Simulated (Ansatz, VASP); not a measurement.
# One calculation of InSb, two programs

File INCAR:

```
SYSTEM = InSb
PREC = Accurate
ENCUT = 520
EDIFF = 1E-6
ISMEAR = 0
SIGMA = 0.05
LREAL = .False.
LASPH = .True.
NELM = 100
ALGO = Normal
ISIF = 2
LWAVE = .False.
LCHARG = .True.
GGA = PS
LELF = .True.
LVHAR = .True.
NBANDS = 16
```

File KPOINTS:

```
Automatic mesh
0
Gamma
  8 8 8
  0 0 0
```

The input POSCAR:

```
InSb
1.0
    0.0000000000      3.2813570942      3.2813570942
    3.2813570942      0.0000000000      3.2813570942
    3.2813570942      3.2813570942      0.0000000000
In Sb
1 1
Direct
    0.0000000000      0.0000000000      0.0000000000
    0.7500000000      0.7500000000      0.7500000000
```

Input for Ansatz:

```yaml
crystal:
  lattice:
    - [0.0, 3.2813570942, 3.2813570942]
    - [3.2813570942, 0.0, 3.2813570942]
    - [3.2813570942, 3.2813570942, 0.0]
  atoms:
    - { symbol: In, position: [0.0, 0.0, 0.0] }
    - { symbol: Sb, position: [0.75, 0.75, 0.75] }
basis:
  ecutwfc: 420
  ecutrho_ratio: 4
kpoints:
  mp_grid: { grid: [8, 8, 8] }
hamiltonian:
  xc: pbesol
scf:
  occupations: { method: gaussian, width: 0.05 }
output:
  forces: true
  stress: true
  eigenvalues: true
```

Alike in both runs: task single point; functional PBEsol; k mesh 8 × 8 × 8; occupations gaussian, width 0.05 eV; no spin polarisation.

```csv
,VASP,Ansatz
version,VASP 6.6.1,Ansatz 0.2.0
potentials or method,"VASP PAW PBE potentials, release 64 (In_d, Sb), cutoff 520 eV","scalar-relativistic, plane waves, PAW"
valence electrons in the cell,18,28
```

|  | VASP | Ansatz | Ansatz less VASP |
| --- | --- | --- | --- |
| gap on the k mesh at the Fermi level (eV) | none | none | - |
| pressure (GPa) | -0.8 | -0.8 | -0.02 |

VASP's potentials were made for PBE, not for PBEsol. A gap of «none» marks a metal or a gap that the smearing closes. VASP's potentials hold 18 valence electrons a cell and Ansatz's 28, so a difference there can come from the potentials and not from the codes.

Spin-orbit coupling is off throughout.
